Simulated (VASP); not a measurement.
Here is a VASP 6.6.1 calculation.

The input INCAR:

```
  PREC = Accurate
  ENCUT = 520
  EDIFF = 1E-6
  ISMEAR = 0
  SIGMA = 0.15
  LREAL = F
  LASPH = T
  NELM = 60
  ALGO = Fast
  ISIF = 2
  LWAVE = F
  LCHARG = F
  GGA = PS
  NBANDS = 21
```

Contents of KPOINTS:

```
Automatic mesh
0
Gamma
  12 12 12
```

POSCAR

```
Pb
1.0
    0.0000000000      3.4390000555      3.2670500527
    3.4390000555      0.0000000000      3.2670500527
    3.4390000555      3.4390000555      0.0000000000
Pb
2
Direct
    0.5000000000      0.5000000000      0.5000000000
    0.7500000000      0.7500000000      0.7500000000
```

Potentials or basis: VASP PAW PBE potentials, release 64 (Pb_d).

Command:

```bash
$ cat potpaw_PBE.64/Pb_d/POTCAR > POTCAR
$ mpirun -np 1 vasp_std > vasp.out
```

**Question.** Predict the pressure.

**Answer.** 2.2 GPa.

**Question.** Estimate the band gap on the k mesh.

**Answer.** Zero (bands 14 and 15 overlap by 0.96 eV).

Stress tensor (GPa, compression positive):
```
2.03 0.00 0.00
0.00 2.03 0.00
0.00 0.00 2.49
```

Caveat: the cell differs from its parent crystal (strain +0.000 along x and y, -0.050 along z); the PAW data sets were made with another functional, which shifts forces and pressure a little; spin-orbit coupling is left out, which moves the levels of the heavy elements.
